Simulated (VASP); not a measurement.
Runs of VASP 6.6.1 on BN. The structure is that of space group P6_3mc (No. 186), or close to it. The cells are those of the table. 

```tsv
cell	gap on the mesh (eV)	pressure (GPa)	largest force (eV/Å)
a = 2.493, b = 2.493, c = 4.128 Å, angles 90.0, 90.0, 120.0°, 4 atoms	5.23	24.9	0.11
a = 2.598, b = 2.598, c = 4.301 Å, angles 90.0, 90.0, 120.0°, 4 atoms	5.38	-22.6	-
a = 2.448, b = 2.448, c = 4.054 Å, angles 90.0, 90.0, 120.0°, 4 atoms	5.14	53.1	0.17
a = 2.557, b = 2.557, c = 4.234 Å, angles 90.0, 90.0, 120.0°, 4 atoms	5.33	-6.8	(b)
a = 2.471, b = 2.471, c = 4.091 Å, angles 90.0, 90.0, 120.0°, 4 atoms	5.18	38.2	0.14
a = 2.578, b = 2.578, c = 4.268 Å, angles 90.0, 90.0, 120.0°, 4 atoms	5.35	-15.1	0.02
a = 2.515, b = 2.515, c = 4.164 Å, angles 90.0, 90.0, 120.0°, 4 atoms	5.26	13.1	0.09
a = 2.618, b = 2.618, c = 4.335 Å, angles 90.0, 90.0, 120.0°, 4 atoms	5.40	(a)	0.02
```

Alike in all rows: task single point; level PBEsol; potentials or basis VASP PAW PBE potentials, release 64 (B, N); no spin polarisation; k mesh 8 × 8 × 5; cutoff (eV) 520; smearing gaussian 0.01 eV.

**Question.** Estimate the missing entries.

**Answer.** (a) -29.2; (b) 0.04.

Caveats: the PAW data sets were made with another functional, which shifts forces and pressure a little.

A k mesh can miss the band edges.
